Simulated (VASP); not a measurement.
KBr:

```
K Br
1.0
     5.31743    0.00000    0.00000
    -2.65871    4.60503    0.00000
     0.00000    0.00000    6.20254
K Br
2 2
Direct
  0.33333 0.66667 0.93750
  0.66667 0.33333 0.43750
  0.33333 0.66667 0.43750
  0.66667 0.33333 0.93750
```

This cell differs from its parent crystal: strain -5.4%.

Base run:

| Item | Value |
| --- | --- |
| Program | VASP 6.6.1 |
| Functional | PBE |
| Potentials or basis | VASP PAW PBE potentials, release 64 (K_sv, Br) |
| Cutoff | 520 eV |
| k mesh | 6 × 6 × 4 |
| Occupations | fermi-dirac, width 0.02 eV |
| Spin | no spin polarisation |

Its results: band gap on the k mesh 4.42 eV; pressure 3.5 GPa.

**Question.** The run is repeated on the same cell with these changes: functional from PBE to r2SCAN; occupations from fermi-dirac, width 0.02 eV to gaussian, width 0.01 eV. What comes out?

**Answer.** Band gap on the k mesh 4.96 eV; pressure 3.0 GPa.

Caveats: the cell stands under pressure; the structure was generated, so it needn't be the stable form of KBr; the PAW data sets were made with another functional, which shifts forces and pressure a little (at least some runs).

A k mesh can miss the band edges.
